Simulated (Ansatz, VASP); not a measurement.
# Se in VASP and in Ansatz

INCAR

```
PREC = Accurate
ENCUT = 520
EDIFF = 1E-6
ISMEAR = -1
SIGMA = 0.1
LREAL = False
LASPH = True
NELM = 80
ALGO = Normal
ISIF = 2
LWAVE = False
LCHARG = False
GGA = B5
ALDAX = 1.0
AGGAX = 1.0
AGGAC = 1.0
ALDAC = 0.0
NBANDS = 9
```

File KPOINTS:

```
regular mesh
0
Gamma
  14 14 14
```

Contents of POSCAR:

```
Se
1.0
   -1.8298072051      1.8298072051      1.8298072051
    1.8298072051     -1.8298072051      1.8298072051
    1.8298072051      1.8298072051     -1.8298072051
Se
1
Direct
    0.0000000000      0.0000000000      0.0000000000
```

Input for Ansatz:

```yaml
crystal:
  lattice:
    - [-1.8298072051, 1.8298072051, 1.8298072051]
    - [1.8298072051, -1.8298072051, 1.8298072051]
    - [1.8298072051, 1.8298072051, -1.8298072051]
  atoms:
    - { symbol: Se, position: [0.0, 0.0, 0.0] }
hamiltonian:
  xc: blyp
  pseudopotentials:
    kind: paw
    azcp:
      Se: "pseudopotentials/Se.paw.azcp"
basis:
  ecutwfc: 420
  fft_grid_basis: typed
kpoints:
  mp_grid: { grid: [14, 14, 14], shift: [0, 0, 0] }
magnetization:
  spin_polarized: false
scf:
  occupations: { method: fermi_dirac, width: 0.1 }
  lower_state_search: "off"
output:
  stress: true
```

Alike in both runs: task single point; functional BLYP; k mesh 14 × 14 × 14; occupations fermi-dirac, width 0.1 eV; no spin polarisation.

```csv
,VASP,Ansatz
version,VASP 6.6.1,Ansatz 0.2.0
potentials or method,"VASP PAW PBE potentials, release 64 (Se), cutoff 520 eV","plane waves (420 eV) with PAW, scalar-relativistic"
valence electrons in the cell,6,16
```

Ansatz gave:

| Item | Value |
| --- | --- |
| pressure (GPa) | -3.3 |

Task: Which values does VASP return?

Result: Pressure (GPa): -3.2.

VASP's potentials were made for PBE, not for BLYP. VASP's potentials hold 6 valence electrons a cell and Ansatz's 16, so a difference there can come from the potentials and not from the codes.
